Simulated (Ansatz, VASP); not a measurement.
## One calculation of FeO, two programs

```xyz
2
Lattice="1.5177 0.8762 2.5158 -1.5177 0.8762 2.5158 0.0000 -1.7525 2.5158" Properties=species:S:1:pos:R:3 pbc="T T T"
Fe    0.0000    0.0000    0.0000
O     0.0000    0.0000    3.7737
```

Alike in both runs: task single point; functional PBE; k mesh 9 × 9 × 9; occupations fermi-dirac, width 0.05 eV; collinear spin; fixed moment 1.5 μB.

|  | VASP | Ansatz |
| --- | --- | --- |
| version | VASP 6.6.1 | Ansatz 0.2.0 |
| potentials or method | VASP PAW PBE potentials, release 64 (Fe, O) | Ansatz PAW |
| plane-wave cutoff (eV) | 520 | 420 |
| valence electrons in the cell | 14 | 22 |

VASP gave:

```
pressure (GPa)                                                : -21.5
traceless stress, the component that is largest in VASP (GPa) : 0.73
net moment per atom (μB)                                      : 0.75
size of the moment on the site where the two differ most (μB) : 1.53
```

**Question.** Estimate Ansatz's values.

**Answer.** Pressure (GPa): -18.4; traceless stress, the component that is largest in VASP (GPa): 1.44; net moment per atom (μB): 0.75; size of the moment on the site where the two differ most (μB): 1.42.

Site moments also hang on the region over which each program counts them. VASP's potentials hold 14 valence electrons a cell and Ansatz's 22, so a difference there can come from the potentials and not from the codes.
